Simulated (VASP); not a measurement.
A run of VASP 6.6.1 is set up as follows.

POSCAR

```
TaS2
1.0
    3.3368432777      0.0000000000      0.0000000000
   -1.6684216388      2.8897910469      0.0000000000
    0.0000000000      0.0000000000      5.9063051333
Ta S
1 2
Direct
    0.0000000000      0.0000000000      0.0000000000
    0.3333333333      0.6666666667      0.2617897483
    0.6666666667      0.3333333333      0.7382102517
```

INCAR.step1

```
  PREC = Accurate
  ENCUT = 550
  ISMEAR = 0
  SIGMA = 0.05
  LREAL = False
  LASPH = True
  NELM = 200
  ISPIN = 2
  MAGMOM = 0.05 0 0
  LMAXMIX = 4
  GGA = PE
  ALGO = Normal
  EDIFF = 1E-5
  LWAVE = True
  LCHARG = False
  GGA_COMPAT = False
  IBRION = 2
  ISIF = 3
  EDIFFG = -0.005
  NELMIN = 4
  NSW = 100
```

Contents of INCAR.step2:

```
  PREC = Accurate
  ENCUT = 550
  EDIFF = 1E-7
  ISMEAR = 0
  SIGMA = 0.05
  LREAL = False
  LASPH = True
  NELM = 200
  ALGO = Normal
  ISIF = 4
  LWAVE = False
  LCHARG = False
  ISPIN = 2
  MAGMOM = 0.05 0 0
  LORBIT = 11
  LMAXMIX = 4
  METAGGA = R2SCAN
  LMIXTAU = True
  LUSE_VDW = True
  IVDW_NL = 2
  BPARAM = 11.95
  CPARAM = 0.0093
  IBRION = 2
  NSW = 60
  EDIFFG = -0.02
  ISTART = 1
  GGA_COMPAT = False
  NELMIN = 4
```

KPOINTS

```
Automatic mesh
0
Gamma
  8 8 4
```

Potentials or basis: VASP PAW PBE potentials, release 64 (Ta_pv, S).

Run with:

```console
$ cat potpaw_PBE.64/Ta_pv/POTCAR potpaw_PBE.64/S/POTCAR > POTCAR
$ cp INCAR.step1 INCAR
$ mpirun -np 1 vasp_std > vasp.out
$ cp INCAR.step2 INCAR
$ mpirun -np 1 vasp_std > vasp.out
```

Task: Estimate the net moment.

Result: 0.00 μB per cell.

The path:
| step | energy change (eV) | largest force (eV/Å) | pressure (GPa) | volume (Å³) |
| --- | --- | --- | --- | --- |
| 1 | 0.0000 | 0.2187 | 0.55 | 56.95 |
| 2 | -0.0057 | 0.0662 | 1.56 | 56.95 |
| 3 | -0.0058 | 0.0398 | 1.46 | 56.95 |
| 4 | -0.0060 | 0.0231 | 1.32 | 56.95 |
| 5 | -0.0060 | 0.0163 | 1.00 | 56.95 |

Caveat: the PAW data sets were made with another functional, which shifts forces and pressure a little.
